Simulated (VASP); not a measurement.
Runs of VASP 6.6.1 on Si5O. The structure is that of space group F-43m (No. 216), or close to it. The cells are those of the table. 

| task | spin | cell | k mesh | cutoff (eV) | gap on the mesh (eV) | pressure (GPa) | moment (μB) | relaxed volume (Å³/atom) | largest force (eV/Å) |
| --- | --- | --- | --- | --- | --- | --- | --- | --- | --- |
| single point | collinear, ferromagnetic start | a = 4.972 Å, angles 60.0°, 6 atoms | 4 × 4 × 4 | 520 | none | 0.1 | 0.00 | - | - |
| single point | off | a = 4.972 Å, angles 60.0°, 6 atoms | 4 × 4 × 4 | 520 | none | 0.2 | - | - | - |
| single point | off | a = 4.830 Å, angles 60.0°, 6 atoms | 4 × 4 × 4 | 520 | none | 10.2 | - | - | 0.82 |
| single point | off | a = 4.971 Å, angles 60.0°, 6 atoms | 10 × 10 × 10 | 520 | none | -0.1 | - | - | - |
| relaxation of cell and atoms | off | relaxed from a = 4.972 Å, angles 60.0°, 6 atoms | 10 × 10 × 10 | 600 | none | 0.0 | - | 14.47 | - |
| single point | collinear, ferromagnetic start | a = 4.830 Å, angles 60.0°, 6 atoms | 4 × 4 × 4 | 520 | none | 10.2 | 0.00 | - | 0.82 |
| relaxation of cell and atoms | off | relaxed from a = 4.830 Å, angles 60.0°, 6 atoms | 4 × 4 × 4 | 600 | none | -0.1 | - | (a) | - |

Alike in all rows: level PBE; potentials or basis VASP PAW PBE potentials, release 64 (Si, O); smearing gaussian 0.1 eV.

Problem. Fill in the values left out.

Solution. (a) 14.51.

Caveats: some runs use coarse meshes.

A gap of «none» marks levels without a gap at the run's occupations.
